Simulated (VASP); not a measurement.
Crystal: C.

```
C
1.0
     2.46400    0.00000    0.00000
    -1.23200    2.13389    0.00000
     0.00000    0.00000    6.71100
C
4
Cartesian
  0.0000 0.0000 1.6778
  0.0000 0.0000 5.0333
  0.0000 1.4226 1.6778
  1.2320 0.7113 5.0333
```

```yaml
Program: VASP 6.6.1
Task: relaxation of cell and atoms
Functional: PBE
Potentials_or_basis: VASP PAW PBE potentials, release 64 (C)
Cutoff: 600 eV
k_mesh: 8 × 8 × 3
Occupations: fermi-dirac, width 0.05 eV
Spin: no spin polarisation
```

At the start: pressure 1.8 GPa; volume 8.82 Å³/atom.

How do energy, volume and symmetry change on relaxing?

Over 11 steps the energy falls by 11.3 meV/atom and the volume is 10.36 Å³/atom (+17.5 %); space group P6_3/mmc (No. 194, to 0.05 Å).

The path:
```csv
step,energy change (eV),largest force (eV/Å),pressure (GPa),volume (Å³)
1,0.0000,0.0000,1.75,35.29
2,-0.0043,0.0000,-0.70,35.78
3,-0.0046,0.0000,-1.61,35.97
4,-0.0064,0.0000,-1.57,36.07
5,-0.0112,0.0000,-1.42,36.34
6,-0.0196,0.0000,-1.11,36.89
7,-0.0318,0.0000,-0.47,37.99
8,-0.0433,0.0000,0.80,40.18
9,-0.0442,0.0000,1.23,40.98
10,-0.0424,0.0000,-2.14,42.25
11,-0.0451,0.0000,-0.05,41.45
```

Final structure:
```cif
data_structure
_symmetry_space_group_name_H-M 'P 1'
_symmetry_Int_Tables_number 1
_cell_length_a 2.4674
_cell_length_b 2.4674
_cell_length_c 7.8616
_cell_angle_alpha 90.000
_cell_angle_beta 90.000
_cell_angle_gamma 120.000
_cell_volume 41.45
loop_
_atom_site_label
_atom_site_type_symbol
_atom_site_fract_x
_atom_site_fract_y
_atom_site_fract_z
_atom_site_occupancy
C1 C 0.00000 0.00000 0.25000 1
C2 C 0.00000 0.00000 0.75000 1
C3 C 0.33333 0.66667 0.25000 1
C4 C 0.66667 0.33333 0.75000 1
```

Caveat: the volume moved by over 15 % at a fixed basis, so the end points are rough; this functional lacks dispersion, which binds the layers, so the pressure and a relaxed spacing across them are unreliable; the volume moved by +17 % from the deposited cell, more than functionals usually miss.
